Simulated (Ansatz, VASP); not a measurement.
Two plane-wave programs on Be

The input INCAR:

```
SYSTEM = Be
PREC     = Accurate       ! precision mode
ENCUT    = 520            ! plane-wave cutoff, eV
EDIFF    = 1E-7           ! SCF threshold, eV
ISMEAR   = 0              ! smearing method
SIGMA    = 0.15           ! smearing width, eV
LREAL    = .False.        ! projectors in reciprocal space
LASPH    = .True.         ! aspherical terms in the spheres
NELM     = 100            ! most SCF steps
ALGO     = Normal         ! electronic algorithm
ISIF     = 2              ! what is computed and relaxed
LWAVE    = .False.        ! write WAVECAR
LCHARG   = .False.        ! write CHGCAR
GGA      = PS             ! functional
NBANDS   = 7              ! bands
```

KPOINTS

```
regular mesh
0
Gamma
  26 26 26
  0 0 0
```

File POSCAR:

```
Be
1.0
   -1.2719177656      1.2719177656      1.2343241370
    1.2719177656     -1.2719177656      1.2343241370
    1.2719177656      1.2719177656     -1.2343241370
Be
1
Direct
    0.0000000000      0.0000000000      0.0000000000
```

Input for Ansatz:

```yaml
crystal:
  lattice:
    - [-1.2719177656, 1.2719177656, 1.234324137]
    - [1.2719177656, -1.2719177656, 1.234324137]
    - [1.2719177656, 1.2719177656, -1.234324137]
  atoms:
    - { symbol: Be, position: [0.0, 0.0, 0.0] }
basis:
  ecutwfc: 420
kpoints:
  mp_grid: { grid: [26, 26, 26] }
hamiltonian:
  xc: pbesol
scf:
  occupations: { method: gaussian, width: 0.15 }
output:
  forces: true
  stress: true
  eigenvalues: true
```

Change from the starting cell: strain +0.015 along x and y, -0.015 along z, atoms carried along.

Alike in both runs: task single point; functional PBEsol; k mesh 26 × 26 × 26; occupations gaussian, width 0.15 eV; no spin polarisation.

```csv
,VASP,Ansatz
version,VASP 6.6.1,Ansatz 0.2.0
potentials or method,"VASP PAW PBE potentials, release 64 (Be), cutoff 520 eV","scalar-relativistic, plane waves, PAW"
valence electrons in the cell,2,2
```

|  | VASP | Ansatz | Ansatz less VASP |
| --- | --- | --- | --- |
| gap on the k mesh at the Fermi level (eV) | none | none | - |
| pressure (GPa) | -3.2 | -3.6 | -0.35 |
| traceless stress, the component that is largest in VASP (GPa) | 1.68 | 1.66 | -0.020 |

VASP's potentials were made for PBE, not for PBEsol. A gap of «none» marks a metal or a gap that the smearing closes. The functional is the same, so the differences come from potentials, cutoffs and numerics.
